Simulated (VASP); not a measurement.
# C (Fd-3m) in VASP: further runs, part 2 of 2

VASP 6.6.1. The steps go on from the part before.

## (4) Single point, PBEsol

This run uses another cell than the first one, of 5.53 Å³/atom, 0.994 times its volume.

Contents of INCAR:

```
SYSTEM = C
PREC     = Accurate       ! precision mode
ENCUT    = 520            ! plane-wave cutoff, eV
EDIFF    = 1E-7           ! SCF threshold, eV
ISMEAR   = 0              ! smearing method
SIGMA    = 0.01           ! smearing width, eV
LREAL    = .FALSE.        ! projectors in reciprocal space
LASPH    = .TRUE.         ! aspherical terms in the spheres
NELM     = 80             ! most SCF steps
ALGO     = Normal         ! electronic algorithm
ISIF     = 2              ! what is computed and relaxed
LWAVE    = .FALSE.        ! write WAVECAR
LCHARG   = .FALSE.        ! write CHGCAR
GGA      = PS             ! functional
NBANDS   = 11             ! bands
```

Contents of KPOINTS:

```
regular mesh
0
G
  12 12 12
  0 0 0
```

Contents of POSCAR:

```
C
1.0
    1.7679599696      1.7679599696      0.0000000000
   -1.7679599696      1.7679599696      0.0000000000
    0.0000000000      1.7679599696      1.7679599696
C
2
Direct
    0.5000000000      0.5000000000      0.0000000000
    0.7500000000      0.2500000000      0.5000000000
```

Potentials or basis: VASP PAW PBE potentials, release 64 (C).

Command:

```
> cat potpaw_PBE.64/C/POTCAR > POTCAR
> mpirun -np 1 vasp_std > vasp.out
```

OUTCAR:

```text
SYSTEM = C
   PREC = Accurate
   ENCUT = 520
   EDIFF = 1E-7
   ISMEAR = 0
   LREAL = .FALSE.
   LASPH = .TRUE.
   NELM = 80
   ISIF = 2
   GGA = PS

 ion  position               nearest neighbor table
   1  0.500  0.500  0.000-   2 1.53   2 1.53   2 1.53   2 1.53
   2  0.750  0.250  0.500-   1 1.53   1 1.53   1 1.53   1 1.53

  LATTYP: Found a face centered cubic cell.
 ALAT       =     3.5359199392

  Lattice vectors:

 A1 = (   0.0000000000,   1.7679599696,   1.7679599696)
 A2 = (   1.7679599696,   0.0000000000,   1.7679599696)
 A3 = (   1.7679599696,   1.7679599696,   0.0000000000)

Analysis of symmetry for initial positions (statically):
=====================================================================
 Subroutine PRICEL returns:
 Original cell was already a primitive cell.

 Routine SETGRP: Setting up the symmetry group for a
 face centered cubic supercell.

 Subroutine GETGRP returns: Found 48 space group operations
 (whereof 24 operations were pure point group operations)
 out of a pool of 48 trial point group operations.

The static configuration has the point symmetry T_d .
 The point group associated with its full space group is O_h .

Analysis of symmetry for dynamics (positions and initial velocities):
=====================================================================
 Subroutine PRICEL returns:
 Original cell was already a primitive cell.

 Routine SETGRP: Setting up the symmetry group for a
 face centered cubic supercell.

 Subroutine GETGRP returns: Found 48 space group operations
 (whereof 24 operations were pure point group operations)
 out of a pool of 48 trial point group operations.

The dynamic configuration has the point symmetry T_d .
 The point group associated with its full space group is O_h .
[... 115 lines left out ...]
   EFERMI_NEDOS =   21; number of points for ismear=-14 and -15
   IALGO  =     38    algorithm
   IMIX   =      4    mixing-type and parameters
     AMIX     =   0.40;   BMIX     =  1.00
     AMIX_MAG =   1.60;   BMIX_MAG =  1.00
  volume/ion in A,a.u.               =       5.53        37.29
  Fermi-wavevector in a.u.,A,eV,Ry     =   1.469904  2.777716 29.397002  2.160619
  Thomas-Fermi vector in A             =   2.585225
   LORBIT       =      0    0 simple, 1 ext, 2 COOP (PROOUT), +10 PAW based schemes
   GGA     = PS    functional components
   LHFCALC =     F    Hartree Fock is set to
   AEXX    =    0.0000 exact exchange contribution
   IVDW    =     0    specifies the selected vdW correction
   LEPSILON=     F    determine dielectric tensor
   LRPA    =     F    only Hartree local field effects (RPA)
 non-spin polarized calculation
 Gauss-broadening in eV      SIGMA  =   0.01
  energy-cutoff  :      520.00
  volume of cell :       11.05
 maximum number of plane-waves:       310
   NGX =  9   NGY =  9   NGZ =  9

 number of electron       7.9999999 magnetization

 Free energy of the ion-electron system (eV)
  ---------------------------------------------------
  ext. energy  EPLUGINS =         0.00000000
  ---------------------------------------------------
  free energy    TOTEN  =       -19.24463692 eV

  energy without entropy =      -19.24463692  energy(sigma->0) =      -19.24463692

 E-fermi :  10.2409     XC(G=0): -13.5618

 val. band max:       10.0895940715   @ k =   0.0000   0.0000   0.0000
 cond. band min:      14.1855683011   @ k =  -0.3333   0.3333   0.0000
 fundamental gap:      4.0959742296
 Fermi energy:        10.2408888686

 k-point     1 :       0.0000    0.0000    0.0000
  band No.  band energies     occupation
      1     -11.7856      2.00000
      2      10.0896      2.00000
      3      10.0896      2.00000
      4      10.0896      2.00000
      5      15.7004      0.00000
      6      15.7004      0.00000
      7      15.7004      0.00000
      8      24.0564      0.00000
      9      29.3861      0.00000
     10      36.8476      0.00000
     11      36.8476      0.00000
[... 309 lines left out ...]
 k-point    24 :      -0.4167    0.1667    0.0000
  band No.  band energies     occupation
      1      -7.5161      2.00000
      2       0.0970      2.00000
      3       5.7259      2.00000
      4       5.9054      2.00000
      5      16.7606      0.00000
      6      21.2286      0.00000
      7      21.4900      0.00000
      8      22.8597      0.00000
      9      31.2733      0.00000
     10      32.9012      0.00000
     11      37.7034      0.00000

 [... further k-points ...]
[... 5 lines left out ...]
  --------------------------------------------------------------------------------------
  -------------------------------------------------------------------------------------
  Total        0.5645117      0.5645117      0.5645117     -0.0000000     -0.0000000     -0.0000000
  in kB       81.8344681     81.8344681     81.8344681     -0.0000000     -0.0000000     -0.0000000
  external PRESSURE =      81.8344681 kB  Pullay stress =       0.0000000 kB

 VOLUME and BASIS-vectors are now :
 -----------------------------------------------------------------------------
  energy-cutoff  :      520.00
  volume of cell :       11.05
      direct lattice vectors                 reciprocal lattice vectors
     1.767959970  1.767959970  0.000000000     0.282811833  0.282811833 -0.282811833
    -1.767959970  1.767959970  0.000000000    -0.282811833  0.282811833 -0.282811833
     0.000000000  1.767959970  1.767959970     0.000000000  0.000000000  0.565623666

 POSITION                                       TOTAL-FORCE (eV/Angst)
 -----------------------------------------------------------------------------------
      0.00000      1.76796      0.00000        -0.000000     -0.000000      0.000000
      0.88398      2.65194      0.88398         0.000000      0.000000      0.000000
 -----------------------------------------------------------------------------------
    total drift:                                0.000000     -0.000000      0.000000

  FREE ENERGIE OF THE ION-ELECTRON SYSTEM (eV)
  ---------------------------------------------------
  free  energy   TOTEN  =       -19.2446369246 eV

  energy  without entropy=      -19.2446369246  energy(sigma->0) =      -19.24463692
```

Run time: 13 s. Hardware: 1 thread of Intel Xeon 8259CL, shared host; peak memory 0.12 GiB.

Results:

```yaml
Free_energy: -19.2446 eV
Pressure: 8.2 GPa
Band_gap_on_the_k_mesh: 4.10 eV, indirect (least direct gap 5.61 eV)
```

Caveat: the PAW data sets were made with another functional, which shifts forces and pressure a little.
